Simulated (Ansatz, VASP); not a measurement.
**TiSi6Mo: VASP beside Ansatz**

```
Ti Si Mo
1.0
     3.71553    2.14516    2.49398
    -3.71553    2.14516    2.49398
     0.00000   -4.29032    2.49398
Ti Si Mo
1 6 1
Cartesian
  0.0000 0.0000 5.3135
  2.5008 -0.0092 4.2496
  -1.2425 2.1703 4.2496
  -1.2583 -2.1611 4.2496
  1.2583 -2.1611 4.2496
  -2.5008 -0.0092 4.2496
  1.2425 2.1703 4.2496
  0.0000 0.0000 0.7321
```

Alike in both runs: functional PBE; k mesh 6 × 6 × 6; occupations gaussian, width 0.1 eV; no spin polarisation.

Ansatz relaxed the structure, and its values are those at the end. VASP's run is a single point on that final structure, the one shown.

|  | VASP | Ansatz |
| --- | --- | --- |
| version | VASP 6.6.1 | Ansatz 0.2.0 |
| potentials or method | VASP PAW PBE potentials, release 64 (Ti_sv, Si, Mo_sv), cutoff 520 eV | scalar-relativistic, plane waves, PAW |
| valence electrons in the cell | 50 | 50 |

```csv
,VASP,Ansatz,Ansatz less VASP
gap on the k mesh at the Fermi level (eV),none,none,-
pressure (GPa),0.0,0.0,+0.01
```

A gap of «none» marks a metal or a gap that the smearing closes. With one functional, cell and mesh, what is left measures potentials, basis and numerics.
